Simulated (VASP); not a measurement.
A run of VASP 6.6.1 is set up as follows.

INCAR

```
SYSTEM = FeO
PREC = Accurate
ENCUT = 1340
EDIFF = 1E-6
ISMEAR = -1
SIGMA = 0.05
LREAL = .FALSE.
LASPH = .TRUE.
NELM = 200
ALGO = Normal
ISIF = 2
LWAVE = .FALSE.
LCHARG = .FALSE.
ISPIN = 2
MAGMOM = 3 0
LORBIT = 11
LMAXMIX = 4
NBANDS = 22
GGA_COMPAT = .FALSE.
```

File KPOINTS:

```
regular mesh
0
G
  9 9 9
  0 0 0
```

File POSCAR:

```
FeO
1.0
    1.4982937792      0.8650403168      2.4855247686
   -1.4982937792      0.8650403168      2.4855247686
    0.0000000000     -1.7300806335      2.4855247686
Fe O
1 1
Direct
    0.0000000000      0.0000000000      0.0000000000
    0.5000000000      0.5000000000      0.5000000000
```

Potentials or basis: VASP PAW LDA potentials, release 64 (Fe_sv, O_h).

The run is started by

```console
$ cat potpaw_LDA.64/Fe_sv/POTCAR potpaw_LDA.64/O_h/POTCAR > POTCAR
$ mpirun -np 1 vasp_std > vasp.out
```

Question: Predict the site moments.

Answer: Fe +3.38; O +0.24 μB.

Question: Estimate the pressure.

Answer: -11.0 GPa.

Question: Estimate the net moment.

Answer: 3.93 μB per cell.

Stress tensor (GPa, compression positive):
```
-10.60   0.00   0.00
  0.00 -10.60   0.00
  0.00   0.00 -11.73
```

Caveat: the cell stands under tension; a cell with one magnetic atom can't hold antiferromagnetic order, which such compounds often take.
